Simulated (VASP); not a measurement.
# KI (zincblende type) (F-43m) in VASP: a series of runs, part 2 of 2

VASP 6.6.1. Earlier steps stand in the parts before.

### 3 Electric field gradients, PBE (volume scaled by 1.05)

Input file INCAR:

```
SYSTEM = KI
PREC     = Accurate       ! precision mode
ENCUT    = 520            ! plane-wave cutoff, eV
EDIFF    = 1E-8           ! SCF threshold, eV
ISMEAR   = -1             ! smearing method
SIGMA    = 0.03           ! smearing width, eV
LREAL    = .FALSE.        ! projectors in reciprocal space
LASPH    = .TRUE.         ! aspherical terms in the spheres
NELM     = 60             ! most SCF steps
ALGO     = Normal         ! electronic algorithm
ISIF     = 2              ! what is computed and relaxed
LWAVE    = .FALSE.        ! write WAVECAR
LCHARG   = .FALSE.        ! write CHGCAR
GGA      = PE             ! functional
LEFG     = .TRUE.       
NBANDS   = 15             ! bands
```

Input file KPOINTS:

```
Automatic mesh
0
G
  9 9 9
  0 0 0
```

Input file POSCAR:

```
KI
1.0
    0.0000000000      4.0600582643      4.0600582643
    4.0600582643      0.0000000000      4.0600582643
    4.0600582643      4.0600582643      0.0000000000
K I
1 1
Direct
    0.0000000000      0.0000000000      0.0000000000
    0.2500000000      0.2500000000      0.2500000000
```

Potentials or basis: VASP PAW PBE potentials, release 64 (K_sv, I).

Started as:

```sh
> cat potpaw_PBE.64/K_sv/POTCAR potpaw_PBE.64/I/POTCAR > POTCAR
> mpirun -np 1 vasp_std > vasp.out
```

OUTCAR:

```text
SYSTEM = KI
   PREC = Accurate
   ENCUT = 520
   EDIFF = 1E-8
   ISMEAR = -1
   LREAL = .FALSE.
   LASPH = .TRUE.
   NELM = 60
   ISIF = 2
   GGA = PE

 ion  position               nearest neighbor table
   1  0.000  0.000  0.000-   2 3.52   2 3.52   2 3.52   2 3.52
   2  0.250  0.250  0.250-   1 3.52   1 3.52   1 3.52   1 3.52

  LATTYP: Found a face centered cubic cell.
 ALAT       =     8.1201165286

  Lattice vectors:

 A1 = (   0.0000000000,   4.0600582643,   4.0600582643)
 A2 = (   4.0600582643,   0.0000000000,   4.0600582643)
 A3 = (   4.0600582643,   4.0600582643,   0.0000000000)

Analysis of symmetry for initial positions (statically):
=====================================================================
 Subroutine PRICEL returns:
 Original cell was already a primitive cell.

 Routine SETGRP: Setting up the symmetry group for a
 face centered cubic supercell.

 Subroutine GETGRP returns: Found 24 space group operations
 (whereof 24 operations were pure point group operations)
 out of a pool of 48 trial point group operations.

The static configuration has the point symmetry T_d .

Analysis of symmetry for dynamics (positions and initial velocities):
=====================================================================
 Subroutine PRICEL returns:
 Original cell was already a primitive cell.

 Routine SETGRP: Setting up the symmetry group for a
 face centered cubic supercell.

 Subroutine GETGRP returns: Found 24 space group operations
 (whereof 24 operations were pure point group operations)
 out of a pool of 48 trial point group operations.

The dynamic configuration has the point symmetry T_d .

 Subroutine INISYM returns: Found 24 space group operations
 (whereof 24 operations are pure point group operations),
 and found     1 'primitive' translations

----------------------------------------------------------------------------------------

                                     Primitive cell

  volume of cell :     133.8526

  direct lattice vectors                    reciprocal lattice vectors
     0.000000000  4.060058264  4.060058264    -0.123150942  0.123150942  0.123150942
     4.060058264  0.000000000  4.060058264     0.123150942 -0.123150942  0.123150942
     4.060058264  4.060058264  0.000000000     0.123150942  0.123150942 -0.123150942

  length of vectors
     5.741789461  5.741789461  5.741789461     0.213303689  0.213303689  0.213303689

  position of ions in fractional coordinates (direct lattice)
     0.000000000  0.000000000  0.000000000
     0.250000000  0.250000000  0.250000000

  ion indices of the primitive-cell ions
   primitive index   ion index
                 1           1
                 2           2

----------------------------------------------------------------------------------------

 KPOINTS: Automatic mesh

Automatic generation of k-mesh.
 Grid dimensions read from file:
 generate k-points for:    9    9    9

 Generating k-lattice:
[... 79 lines left out ...]
   IALGO  =     38    algorithm
   IMIX   =      4    mixing-type and parameters
     AMIX     =   0.40;   BMIX     =  1.00
     AMIX_MAG =   1.60;   BMIX_MAG =  1.00
  volume/ion in A,a.u.               =      66.93       451.64
  Fermi-wavevector in a.u.,A,eV,Ry     =   0.806441  1.523952  8.848508  0.650347
  Thomas-Fermi vector in A             =   1.914874
   LORBIT       =      0    0 simple, 1 ext, 2 COOP (PROOUT), +10 PAW based schemes
   GGA     = PE    functional components
   LHFCALC =     F    Hartree Fock is set to
   AEXX    =    0.0000 exact exchange contribution
   IVDW    =     0    specifies the selected vdW correction
   LEPSILON=     F    determine dielectric tensor
   LRPA    =     F    only Hartree local field effects (RPA)
 non-spin polarized calculation
  energy-cutoff  :      520.00
  volume of cell :      133.85
 maximum number of plane-waves:      3647
 NGX is ok and might be reduce to    48
   NGX = 21   NGY = 21   NGZ = 21

 number of electron      15.9999999 magnetization

 Free energy of the ion-electron system (eV)
  ---------------------------------------------------
  ext. energy  EPLUGINS =         0.00000000
  ---------------------------------------------------
  free energy    TOTEN  =        -5.38227678 eV

  energy without entropy =       -5.38227678  energy(sigma->0) =       -5.38227678

 E-fermi :  -1.5996     XC(G=0):  -5.5121

 val. band max:       -2.3772818534   @ k =  -0.1111   0.1111   0.0000
 cond. band min:       1.4392476711   @ k =   0.0000   0.0000   0.0000
 fundamental gap:      3.8165295245
 Fermi energy:        -1.5995979718

 k-point     1 :       0.0000    0.0000    0.0000
  band No.  band energies     occupation
      1     -31.0245      2.00000
      2     -14.5092      2.00000
      3     -14.5092      2.00000
      4     -14.5092      2.00000
      5     -12.3678      2.00000
      6      -2.3788      2.00000
      7      -2.3788      2.00000
      8      -2.3788      2.00000
      9       1.4392      0.00000
     10       5.0699      0.00000
     11       5.0699      0.00000
     12       5.6064      0.00000
     13       5.6064      0.00000
     14       5.6064      0.00000
[... 401 lines left out ...]
      2     -14.5519      2.00000
      3     -14.5140      2.00000
      4     -14.5140      2.00000
      5     -12.2797      2.00000
      6      -2.7983      2.00000
      7      -2.4377      2.00000
      8      -2.4377      2.00000
      9       2.8823      0.00000
     10       3.8237      0.00000
     11       4.8896      0.00000
     12       5.8263      0.00000
     13       5.8263      0.00000
     14       6.1830      0.00000
     15       6.2601      0.00000

 [... further k-points ...]

------------------------ aborting loop because EDIFF is reached ----------------------------------------

  FORCE on cell =-STRESS in cart. coord.  units (eV):
  Direction    XX          YY          ZZ          XY          YZ          ZX
  --------------------------------------------------------------------------------------
  -------------------------------------------------------------------------------------
  Total       -0.2503958     -0.2503958     -0.2503958      0.0000000      0.0000000      0.0000000
  in kB       -2.9971664     -2.9971664     -2.9971664      0.0000000      0.0000000      0.0000000
  external PRESSURE =      -2.9971664 kB  Pullay stress =       0.0000000 kB

 VOLUME and BASIS-vectors are now :
 -----------------------------------------------------------------------------
  energy-cutoff  :      520.00
  volume of cell :      133.85
      direct lattice vectors                 reciprocal lattice vectors
     0.000000000  4.060058264  4.060058264    -0.123150942  0.123150942  0.123150942
     4.060058264  0.000000000  4.060058264     0.123150942 -0.123150942  0.123150942
     4.060058264  4.060058264  0.000000000     0.123150942  0.123150942 -0.123150942

 POSITION                                       TOTAL-FORCE (eV/Angst)
 -----------------------------------------------------------------------------------
      0.00000      0.00000      0.00000        -0.000000     -0.000000     -0.000000
      2.03003      2.03003      2.03003         0.000000      0.000000      0.000000
 -----------------------------------------------------------------------------------
    total drift:                               -0.000000     -0.000000     -0.000000

  FREE ENERGIE OF THE ION-ELECTRON SYSTEM (eV)
  ---------------------------------------------------
  free  energy   TOTEN  =        -5.3822767777 eV

  energy  without entropy=       -5.3822767777  energy(sigma->0) =       -5.38227678

 Electric field gradients (V/A^2)
---------------------------------------------------------------------
 ion       V_xx      V_yy      V_zz      V_xy      V_xz      V_yz
---------------------------------------------------------------------
   1       0.000    -0.000    -0.000     0.000     0.000     0.000
   2       0.000    -0.000     0.000     0.000     0.000     0.000
---------------------------------------------------------------------

 Electric field gradients after diagonalization (V/A^2)
 (convention: |V_zz| > |V_xx| > |V_yy|)
----------------------------------------------------------------------
 ion       V_xx      V_yy      V_zz     asymmetry (V_yy - V_xx)/ V_zz
----------------------------------------------------------------------
   1      -0.000    -0.000     0.001       0.000
   2      -0.000    -0.000     0.000       0.000
----------------------------------------------------------------------

           NMR quadrupolar parameters

 Cq : quadrupolar parameter    Cq=e*Q*V_zz/h
 eta: asymmetry parameters     (V_yy - V_xx)/ V_zz
 Q  : nuclear electric quadrupole moment in mb (millibarn)
----------------------------------------------------------------------
 ion       Cq(MHz)       eta       Q (mb)
----------------------------------------------------------------------
   1       0.000       0.000       1.000
   2       0.000       0.000       1.000
----------------------------------------------------------------------
```

Run time: 1.8 min. Hardware: 1 thread of Intel Xeon Platinum 8259CL at 2.50GHz (Skylake/Cascade Lake), shared host; peak memory 0.34 GiB.

What came out:

```yaml
Free_energy: -5.3823 eV
Pressure: -0.3 GPa
Band_gap_on_the_k_mesh: 3.82 eV, indirect (the least direct gap lies 1.5 meV higher)
```

Caveat: without QUAD_EFG the Cq values of the log hold for a quadrupole moment of 1 mb, not for the nuclei; spin-orbit coupling is left out, which moves the levels of the heavy elements. A k mesh can miss the band edges.
